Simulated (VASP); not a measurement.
## CO2: single point with PBE+D3(BJ)

The system is CO2.

```xyz
12
Lattice="4.9744 0.0000 0.0000 0.0000 6.4917 0.0000 0.0000 0.0000 5.9959" Properties=species:S:1:pos:R:3 pbc="T T T"
C     2.4872    5.5141    4.4969
C     0.0000    2.2683    4.4969
C     0.0000    4.2234    1.4990
C     2.4872    0.9776    1.4990
O     3.4587    0.9734    0.8483
O     1.5157    0.9734    2.1497
O     4.0029    4.2193    0.8483
O     0.9715    2.2724    5.1477
O     0.9715    4.2193    2.1497
O     4.0029    2.2724    3.8462
O     3.4587    5.5183    3.8462
O     1.5157    5.5183    5.1477
```

```yaml
Program: VASP 6.6.1
Task: single point
Functional: PBE
Dispersion: D3(BJ)
Potentials_or_basis: VASP PAW PBE potentials, release 64 (C, O)
Cutoff: 520 eV
k_mesh: 4 × 4 × 4
Occupations: gaussian, width 0.02 eV
Spin: no spin polarisation
```

```yaml
Pressure: 1.4 GPa
Largest_force: 0.633 eV/Å
Band_gap_on_the_k_mesh: 6.54 eV, indirect (the least direct gap lies 2.5 meV higher)
Dispersion_energy_per_atom: -0.063 eV
```

Forces in eV/Å, atoms in the order of the input:
```
C    0.000 -0.005  0.000
C    0.000 -0.005  0.000
C    0.000  0.005  0.000
C    0.000  0.005  0.000
O    0.524 -0.001 -0.355
O   -0.524 -0.001  0.355
O   -0.524 -0.001 -0.355
O    0.524  0.001  0.355
O    0.524 -0.001  0.355
O   -0.524  0.001 -0.355
O    0.524  0.001 -0.355
O   -0.524  0.001  0.355
```

Stress tensor (GPa, compression positive):
```
 3.09  0.00  0.00
 0.00 -0.23  0.00
 0.00  0.00  1.26
```

Levels at points of the mesh, in eV from the valence-band top:
```tsv
k point	band 30	band 31	band 32	band 33	band 34	band 35
(0.00, 0.00, 0.00)	-0.19	-0.06	0.00	6.54	7.87	8.04
(0.50, 0.00, 0.00)	-0.26	-0.20	-0.20	7.91	7.91	8.13
(0.00, 0.50, 0.00)	-0.32	-0.25	-0.25	7.55	7.55	8.05
(0.50, 0.50, 0.00)	-0.28	-0.17	-0.17	7.89	7.89	8.19
(0.00, 0.00, 0.50)	-0.46	-0.01	-0.01	7.85	7.85	7.94
(0.50, 0.00, 0.50)	-0.24	-0.24	-0.24	7.97	7.97	7.97
(0.00, 0.50, 0.50)	-0.33	-0.33	-0.33	7.99	7.99	7.99
(0.50, 0.50, 0.50)	-0.24	-0.24	-0.24	7.96	7.96	7.96
```

Run time: 2.9 min on 1 thread of Intel(R) Xeon(R) Platinum 8375C CPU @ 2.90GHz (Ice Lake), on a shared host, peak memory 0.38 GiB.

A k mesh can miss the band edges.
